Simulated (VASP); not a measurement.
CdHg7Te8, 16 atoms in the cell. Symmetry: F-43m, No. 216, cubic system. The conventional cell has a = 12.853 Å, b = 12.853 Å, c = 12.853 Å, α = 90.00°, β = 90.00°, γ = 90.00°. Cd (site symmetry -43m) has 4 Te at 2.78 Å within 3.7 Å. Within 3.7 Å of Hg (site symmetry 2mm) lie 4 Te at 2.78 Å. Within 3.7 Å of Hg (site symmetry -43m) lie 4 Te at 2.78 Å. Te (site symmetry 3m) has 1 Cd at 2.78 Å and 3 Hg at 2.78 Å within 3.7 Å. Within 3.7 Å of Te (site symmetry 3m) lie 4 Hg at 2.78 Å. 

```yaml
Program: VASP 6.6.1
Task: relaxation of cell and atoms
Functional: PBEsol
Potentials_or_basis: VASP PAW PBE potentials, release 64 (Cd, Hg, Te)
Cutoff: 600 eV
k_mesh: 6 × 6 × 6
Occupations: gaussian, width 0.1 eV
Spin: no spin polarisation
Dipole_correction: no
Further_INCAR_settings: LREAL = Auto; ALGO = Normal; EDIFF = 1e-06; IBRION = 2; EDIFFG = -0.005; NSW = 100; ISIF = 3
```

Potentials or basis: VASP PAW PBE potentials, release 64 (Cd, Hg, Te).

Launch:

```sh
$ cat potpaw_PBE.64/Cd/POTCAR potpaw_PBE.64/Hg/POTCAR potpaw_PBE.64/Te/POTCAR > POTCAR
$ mpirun -np 1 vasp_std > vasp.out
```

Hardware: 1 × NVIDIA H100 80GB with 1 thread of AMD EPYC 7R13 Processor (Zen 3) (shared host).

Estimate the wall time of this run.

Run time: 3.5 min on 1 × NVIDIA H100 80GB with 1 thread of AMD EPYC 7R13 Processor (Zen 3), on a shared host, peak memory 2.1 GiB. Counts: scf iterations 35, k points 16, ion steps 3.
